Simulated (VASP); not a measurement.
# CdTe: vibrations by perturbation theory with LDA

Crystal: CdTe.

```
CELL_PARAMETERS angstrom
3.08471 3.08471 0.00000
-3.08471 3.08471 0.00000
0.00000 3.08471 3.08471
ATOMIC_POSITIONS crystal
Cd 0.00000 0.00000 0.00000
Te 0.75000 0.25000 0.50000
```

| Item | Value |
| --- | --- |
| Program | VASP 6.6.1 |
| Task | vibrations by perturbation theory |
| Functional | LDA |
| Potentials or basis | VASP PAW LDA potentials, release 64 (Cd, Te) |
| Cutoff | 520 eV |
| k mesh | 6 × 6 × 6 |
| Occupations | gaussian, width 0.01 eV |
| Spin | no spin polarisation |
| Dipole correction | no |
| Further INCAR settings | ALGO = Normal; EDIFF = 1e-08; NBANDS = 16; IBRION = 8; NSW = 1 |

The highest phonon frequency at Γ, LO-TO splitting left out is 182 cm⁻¹.

Phonon frequencies in cm⁻¹ (negative: imaginary):
```csv
q point,frequencies
"(0.000, 0.000, 0.000)",0 0 0 182 182 182
```

Wall time 37 s on 1 thread of Intel(R) Xeon(R) 6975P-C (Granite Rapids) (shared host), peak memory 0.25 GiB.

Caveat: the cell stands under pressure or tension, which shifts response properties.
